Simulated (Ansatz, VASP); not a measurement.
**Two plane-wave programs on TiO2**

```xyz
6
Lattice="4.6404 0.0000 0.0000 0.0000 4.6404 0.0000 0.0000 0.0000 2.8861" Properties=species:S:1:pos:R:3 pbc="T T T"
Ti    0.0000    0.0000    0.0000
Ti    2.3202    2.3202    1.4431
O     1.4183    1.4183    0.0000
O     0.9019    3.7385    1.4431
O     3.2221    3.2221    0.0000
O     3.7385    0.9019    1.4431
```

Change from the starting cell: strain +0.000 along x and y, -0.040 along z, atoms carried along.

Alike in both runs: task single point; functional PBE; k mesh 6 × 6 × 10; occupations gaussian, width 0.05 eV; no spin polarisation; Hubbard terms Ti d U = 4.0 eV.

|  | VASP | Ansatz |
| --- | --- | --- |
| version | VASP 6.6.1 | Ansatz 0.2.0 |
| potentials or method | VASP PAW PBE potentials, release 64 (Ti_sv, O), cutoff 520 eV | scalar-relativistic, plane waves, PAW |
| valence electrons in the cell | 48 | 48 |

Ansatz gave:

| Quantity | Value |
| --- | --- |
| gap on the k mesh at the Fermi level (eV) | 2.39 |
| least direct gap on the mesh (eV) | 2.44 |
| pressure (GPa) | 12.0 |
| traceless stress, the component that is largest in VASP (GPa) | 9.82 |
| rms of the force components (eV/Å) | 0.140 |

**Question.** What did VASP give for the same quantities?

**Answer.** gap on the k mesh at the Fermi level (eV): 2.45; least direct gap on the mesh (eV): 2.47; pressure (GPa): 16.8; traceless stress, the component that is largest in VASP (GPa): 10.82; rms of the force components (eV/Å): 0.244.

The programs project onto different local orbitals, so the same U acts differently, and such runs can settle in different states. Atom by atom the forces differ by 0.105 eV/Å (rms over components).
